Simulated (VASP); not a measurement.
# CaO (Fm-3m) in VASP: further runs, part 2 of 3

VASP 6.6.1.

## (3) G0W0 quasiparticle levels, PBE

POSCAR

```
CaO
1.0
    0.0000000000      2.3975501260      2.3975501260
    2.3975501260      0.0000000000      2.3975501260
    2.3975501260      2.3975501260      0.0000000000
Ca O
1 1
Direct
    0.0000000000      0.0000000000      0.0000000000
    0.5000000000      0.5000000000      0.5000000000
```

INCAR.step1

```
SYSTEM = CaO
ALGO = Normal
EDIFF = 1E-8
ENCUT = 500
GGA = PE
ISMEAR = 0
LASPH = .TRUE.
LCHARG = .FALSE.
LREAL = .FALSE.
LWAVE = .TRUE.
NELM = 80
PREC = Accurate
SIGMA = 0.01
```

INCAR.step2

```
SYSTEM = CaO
ALGO = Exact
EDIFF = 1E-8
ENCUT = 500
GGA = PE
ISMEAR = 0
ISTART = 1
LASPH = .TRUE.
LCHARG = .FALSE.
LOPTICS = .TRUE.
LREAL = .FALSE.
LWAVE = .TRUE.
NBANDS = 111
NELM = 1
PREC = Accurate
SIGMA = 0.01
```

INCAR.step3

```
SYSTEM = CaO
ALGO = EVGW0
EDIFF = 1E-8
ENCUT = 500
ENCUTGW = 140.0
GGA = PE
ISMEAR = 0
ISTART = 1
LASPH = .TRUE.
LCHARG = .FALSE.
LREAL = .FALSE.
LWAVE = .FALSE.
NBANDS = 111
NBANDSGW = 16
NELMGW = 1
NOMEGA = 96
OMEGAMAX = 30
PREC = Accurate
PRECFOCK = Fast
SIGMA = 0.01
```

KPOINTS

```
k-points
0
G
  4 4 4
  0 0 0
```

Potentials or basis: VASP PAW PBE potentials, release 64 (Ca_sv_GW, O_GW).

On the command line:

```
> cat potpaw_PBE.64/Ca_sv_GW/POTCAR potpaw_PBE.64/O_GW/POTCAR > POTCAR
> cp INCAR.step1 INCAR
> mpirun -np 1 vasp_std > vasp.out
> cp INCAR.step2 INCAR
> mpirun -np 1 vasp_std > vasp.out
> cp INCAR.step3 INCAR
> mpirun -np 1 vasp_std > vasp.out
```

OUTCAR:

```text
SYSTEM = CaO
   EDIFF = 1E-8
   ENCUT = 500
   ENCUTGW = 140.0
   GGA = PE
   ISMEAR = 0
   ISTART = 1
   LASPH = .TRUE.
   LREAL = .FALSE.
   NELMGW = 1
   PREC = Accurate
   PRECFOCK = Fast

 ion  position               nearest neighbor table
   1  0.000  0.000  0.000-   2 2.40   2 2.40   2 2.40   2 2.40   2 2.40   2 2.40
   2  0.500  0.500  0.500-   1 2.40   1 2.40   1 2.40   1 2.40   1 2.40   1 2.40

  LATTYP: Found a face centered cubic cell.
 ALAT       =     4.7951002520

  Lattice vectors:

 A1 = (   0.0000000000,   2.3975501260,   2.3975501260)
 A2 = (   2.3975501260,   0.0000000000,   2.3975501260)
 A3 = (   2.3975501260,   2.3975501260,   0.0000000000)

Analysis of symmetry for initial positions (statically):
=====================================================================
 Subroutine PRICEL returns:
 Original cell was already a primitive cell.

 Routine SETGRP: Setting up the symmetry group for a
 face centered cubic supercell.

 Subroutine GETGRP returns: Found 48 space group operations
 (whereof 48 operations were pure point group operations)
 out of a pool of 48 trial point group operations.

The static configuration has the point symmetry O_h .

Analysis of symmetry for dynamics (positions and initial velocities):
=====================================================================
 Subroutine PRICEL returns:
 Original cell was already a primitive cell.

 Routine SETGRP: Setting up the symmetry group for a
 face centered cubic supercell.

 Subroutine GETGRP returns: Found 48 space group operations
 (whereof 48 operations were pure point group operations)
 out of a pool of 48 trial point group operations.

The dynamic configuration has the point symmetry O_h .

 Subroutine INISYM returns: Found 48 space group operations
 (whereof 48 operations are pure point group operations),
 and found     1 'primitive' translations

----------------------------------------------------------------------------------------

                                     Primitive cell

  volume of cell :      27.5634

  direct lattice vectors                    reciprocal lattice vectors
     0.000000000  2.397550126  2.397550126    -0.208546213  0.208546213  0.208546213
     2.397550126  0.000000000  2.397550126     0.208546213 -0.208546213  0.208546213
     2.397550126  2.397550126  0.000000000     0.208546213  0.208546213 -0.208546213

  length of vectors
     3.390647905  3.390647905  3.390647905     0.361212637  0.361212637  0.361212637

  position of ions in fractional coordinates (direct lattice)
     0.000000000  0.000000000  0.000000000
     0.500000000  0.500000000  0.500000000

  ion indices of the primitive-cell ions
   primitive index   ion index
                 1           1
                 2           2

----------------------------------------------------------------------------------------

 KPOINTS: k-points

Automatic generation of k-mesh.
 Grid dimensions read from file:
 generate k-points for:    4    4    4

 Generating k-lattice:

  Cartesian coordinates                     Fractional coordinates (reciprocal lattice)
    -0.052136553  0.052136553  0.052136553     0.250000000  0.000000000  0.000000000
     0.052136553 -0.052136553  0.052136553     0.000000000  0.250000000  0.000000000
     0.052136553  0.052136553 -0.052136553     0.000000000  0.000000000  0.250000000

  Length of vectors
     0.090303159  0.090303159  0.090303159

  Shift w.r.t. Gamma in fractional coordinates (k-lattice)
     0.000000000  0.000000000  0.000000000

 Subroutine IBZKPT returns following result:
 ===========================================

 Found      8 irreducible k-points:

 Following reciprocal coordinates:
            Coordinates               Weight
  0.000000  0.000000  0.000000      1.000000
  0.250000  0.000000  0.000000      8.000000
  0.500000  0.000000  0.000000      4.000000
  0.250000  0.250000  0.000000      6.000000
  0.500000  0.250000  0.000000     24.000000
 -0.250000  0.250000  0.000000     12.000000
  0.500000  0.500000  0.000000      3.000000
 -0.250000  0.500000  0.250000      6.000000
   k-points           NKPTS =      8   k-points in BZ     NKDIM =     64   number of bands    NBANDS=    111
   number of dos      NEDOS =    301   number of ions     NIONS =      2
   total plane-waves  NPLWV =  21952
   dimension x,y,z NGX =    28 NGY =   28 NGZ =   28
   dimension x,y,z NGXF=    56 NGYF=   56 NGZF=   56
   ions per type =               1   1
   NGX,Y,Z   is equivalent  to a cutoff of  13.73, 13.73, 13.73 a.u.
   NGXF,Y,Z  is equivalent  to a cutoff of  27.46, 27.46, 27.46 a.u.
 SYSTEM =  CaO
   PREC   = accura    normal or accurate (medium, high low for compatibility)
   ISTART =      1    job   : 0-new  1-cont  2-samecut
   ICHARG =      0    charge: 1-file 2-atom 10-const
   ISPIN  =      1    spin polarized calculation?
   LNONCOLLINEAR =      F non collinear calculations
   LSORBIT =      F    spin-orbit coupling
   LASPH  =      T    aspherical Exc in radial PAW
   ENCUT  =  500.0 eV  36.75 Ry    6.06 a.u.   6.18  6.18  6.18*2*pi/ulx,y,z
   NELM   =     60;   NELMIN=  2; NELMDL=  0     # of ELM steps
   EDIFF  = 0.1E-07   stopping-criterion for ELM
   LREAL  =      F    real-space projection
   EDIFFG = 0.1E-06   stopping-criterion for IOM
   NSW    =      0    number of steps for IOM
   IBRION =     -1    ionic relax: 0-MD 1-quasi-New 2-CG
   NFREE  =      0    steps in history (QN), initial steepest desc. (CG)
   ISIF   =      0    stress and relaxation
   ISYM   =      3    0-nonsym 1-usesym 2-fastsym
   POTIM  = 0.5000    time-step for ionic-motion
   TEBEG  =    0.0;   TEEND  =   0.0 temperature during run
   PSTRESS=    0.0 pullay stress
   NELECT =      16.0000    total number of electrons
   NUPDOWN=      -1.0000    fix difference up-down
   EMIN   =  10.00;   EMAX   =-10.00  energy-range for DOS
   EFERMI =   0.00;   METHOD = LEGACY
   ISMEAR =     0;   SIGMA  =   0.01  broadening in eV -4-tet -1-fermi 0-gaus
   EFERMI_NEDOS =   21; number of points for ismear=-14 and -15
   IALGO  =     38    algorithm
   IMIX   =      4    mixing-type and parameters
     AMIX     =   0.40;   BMIX     =  1.00
     AMIX_MAG =   1.60;   BMIX_MAG =  1.00
  volume/ion in A,a.u.               =      13.78        93.00
  Fermi-wavevector in a.u.,A,eV,Ry     =   1.365643  2.580691 25.374598  1.864980
  Thomas-Fermi vector in A             =   2.491853
   LORBIT       =      0    0 simple, 1 ext, 2 COOP (PROOUT), +10 PAW based schemes
   GGA     = PE    functional components
   LHFCALC =     T    Hartree Fock is set to
   PRECFOCK=fast      Normal, Fast or Accurate (Low or Medium for compatibility)
   ENCUT4O =  -1.0   cutoff for four orbital integrals eV
   NKREDX  =     1    reduce k-point grid by
   NKREDY  =     1    reduce k-point grid by
   NKREDZ  =     1    reduce k-point grid by
   AEXX    =    1.0000 exact exchange contribution
   HFSCREEN=    0.0000 screening length (either q_TF or 0.3 A-1)
   HFSCREENC=   0.0000 screening length for correlation (either q_TF or 0.3 A-1)
   ENCUTFOCK=  -1.0 apply spherical cutoff to Coloumb kernel
   IVDW    =     0    specifies the selected vdW correction
   LEPSILON=     F    determine dielectric tensor
   LRPA    =     F    only Hartree local field effects (RPA)
   LRPAFORCE           =     F    calculate RPA forces
   ENCUTGW             = 140.0    cutoff for response function in eV
   ENCUTGWSOFT         = 112.0    soft cutoff for Coulomb kernel in GW response function in eV
   ENCUTLF             =  -1.0    cutoff for local field effects
   NELMGW              =     1    number of iterations in solving QP/BSE equation
   NELMHF              =     1    number of iterations in the inner HF iteration
   NKREDLFX            =     1    NKREDLFY  =   1   NKREDLFZ  =   1
 non-spin polarized calculation
 Gauss-broadening in eV      SIGMA  =   0.01
  energy-cutoff  :      500.00
  volume of cell :       27.56
 maximum number of plane-waves:       725
 NGX is ok and might be reduce to    28
  NGX = 14; NGY = 14; NGZ = 14
   NGX = 13   NGY = 13   NGZ = 13
 maximum number of plane-waves:       113
 NGX is ok and might be reduce to    14

 QP shifts <psi_nk| G(iteration)W_0 |psi_nk>: iteration 1
 for sc-GW calculations column KS-energies equals QP-energies in previous step
 and V_xc(KS)=  KS-energies - (<T + V_ion + V_H > + <T+V_H+V_ion>^1  + <V_x>^1)

 k-point   1 :       0.0000    0.0000    0.0000
  band No.  KS-energies  QP-energies   sigma(KS)   V_xc(KS)     V^pw_x(r,r')   Z            occupation Imag(sigma)

      1     -32.9306     -34.4604     -23.0759     -20.6285     -34.4136       0.6251       2.0000       0.7370
      2     -13.6909     -16.0026     -23.1861     -20.1615     -28.1229       0.7643       2.0000       0.2058
      3     -13.6909     -16.0026     -23.1861     -20.1615     -28.1229       0.7643       2.0000       0.2058
      4     -13.6909     -16.0026     -23.1861     -20.1615     -28.1229       0.7643       2.0000       0.2058
      5     -10.8554     -12.5606     -21.8739     -19.2156     -30.6884       0.6415       2.0000       0.6847
      6       4.6801       3.7953     -20.3460     -19.1685     -24.5135       0.7514       2.0000       0.0979
[... 8 lines left out ...]
     15      19.7383      19.9298      -6.5797      -6.7991      -1.4418       0.8729       0.0000      -0.7162
     16      27.1981      29.7384     -10.9642     -14.3189      -5.1429       0.7573       0.0000      -0.8153
[... 124 lines left out ...]
      1     -32.7924     -34.3500     -23.1892     -20.7772     -34.5268       0.6458       2.0000       0.7434
      2     -14.1300     -16.2950     -22.5925     -19.6423     -28.0821       0.7339       2.0000       0.2619
      3     -14.1160     -16.4675     -22.7291     -19.6323     -27.7420       0.7593       2.0000       0.2682
      4     -14.1160     -16.4675     -22.7291     -19.6323     -27.7420       0.7593       2.0000       0.2682
      5     -10.2237     -11.9591     -22.7436     -20.0595     -30.9968       0.6466       2.0000       0.5708
      6       3.3921       2.3676     -18.9466     -17.5625     -23.1442       0.7403       2.0000       0.1144
[... 8 lines left out ...]
     15      18.9010      20.5157     -12.0508     -14.1574      -6.3274       0.7665       0.0000      -0.4594
     16      18.9010      20.5157     -12.0508     -14.1574      -6.3274       0.7665       0.0000      -0.4594
```

Wall time 36 s (1 thread of Intel Xeon 6975P-C (Granite Rapids), shared host); peak memory 0.27 GiB.

Results:

- Quasiparticle gap: 5.81 eV
- Least direct quasiparticle gap: 6.27 eV
- Band gap of the starting levels on the mesh: 3.65 eV
- Least direct gap of the starting levels on the mesh: 4.03 eV

Caveat: the k points lie up to 0.57 Å⁻¹ apart; bands, screening cutoff and mesh are small and nothing is extrapolated, so the quasiparticle values aren't converged.

[end of part 2 of 3]
